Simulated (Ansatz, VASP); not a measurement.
**Two plane-wave programs on Mg2Ge2N**

File INCAR:

```
SYSTEM = Mg2Ge2N
ALGO     = Normal         ! electronic algorithm
EDIFF    = 1E-7           ! SCF threshold, eV
EDIFFG   = -0.01          ! ionic threshold
ENCUT    = 600            ! plane-wave cutoff, eV
GGA      = PE             ! functional
IBRION   = 2              ! ionic algorithm
ISIF     = 3              ! what is computed and relaxed
ISMEAR   = 0              ! smearing method
LASPH    = .True.         ! aspherical terms in the spheres
LCHARG   = .False.        ! write CHGCAR
LREAL    = .False.        ! projectors in reciprocal space
LWAVE    = .False.        ! write WAVECAR
NELM     = 100            ! most SCF steps
NSW      = 100            ! ionic steps
PREC     = Accurate       ! precision mode
SIGMA    = 0.1            ! smearing width, eV
```

Contents of KPOINTS:

```
k-points
0
Gamma
  12 12 4
  0 0 0
```

The input POSCAR:

```
Mg2Ge2N
1.0
    3.3866099659      0.0000000000      0.0000000000
   -1.6933049830      2.9328902632      0.0000000000
    0.0000000000      0.0000000000      9.8755351982
Mg Ge N
2 2 1
Direct
    0.3333333333      0.6666666667      0.0000000000
    0.0000000000      0.0000000000      0.5000000000
    0.0000000000      0.0000000000      0.2216330023
    0.0000000000      0.0000000000      0.7783669977
    0.3333333333      0.6666666667      0.5000000000
```

Input for Ansatz:

```yaml
crystal:
  lattice:
    - [3.3866099659, 0.0, 0.0]
    - [-1.693304983, 2.9328902632, 0.0]
    - [0.0, 0.0, 9.8755351982]
  atoms:
    - { symbol: Mg, position: [0.3333333333, 0.6666666667, 0.0] }
    - { symbol: Mg, position: [0.0, 0.0, 0.5] }
    - { symbol: Ge, position: [0.0, 0.0, 0.2216330023] }
    - { symbol: Ge, position: [0.0, 0.0, 0.7783669977] }
    - { symbol: "N", position: [0.3333333333, 0.6666666667, 0.5] }
basis:
  ecutwfc: 420
kpoints:
  mp_grid: { grid: [12, 12, 4] }
hamiltonian:
  xc: pbe
scf:
  occupations: { method: gaussian, width: 0.1 }
output:
  forces: true
  stress: true
  eigenvalues: true
  write_density: true
  write_potential: true
  elf: true
  volumetric_format: npy
relax:
  adjacent_minimum: "off"
  f_tol: 0.01
  max_steps: 80
  cell: { stress_tol: 0.05 }
```

Alike in both runs: task relaxation of cell and atoms; functional PBE; k mesh 12 × 12 × 4; occupations gaussian, width 0.1 eV; no spin polarisation.

```csv
,VASP,Ansatz
version,VASP 6.6.1,Ansatz 0.2.0
potentials or method,"VASP PAW PBE potentials, release 64 (Mg, Ge_d, N), cutoff 600 eV","scalar-relativistic, plane waves, PAW"
valence electrons in the cell,37,53
```

```csv
,VASP,Ansatz,Ansatz less VASP
"gap on the k mesh at the Fermi level, each at its own relaxed structure (eV)",none,none,-
relaxed volume (Å³/atom),19.63,19.66,+0.034
relaxed length of the cell vector where the two differ most in proportion (Å),9.925,9.938,+0.0133
```

A gap of «none» marks a metal or a gap that the smearing closes. VASP's potentials hold 37 valence electrons a cell and Ansatz's 53, so a difference there can come from the potentials and not from the codes.
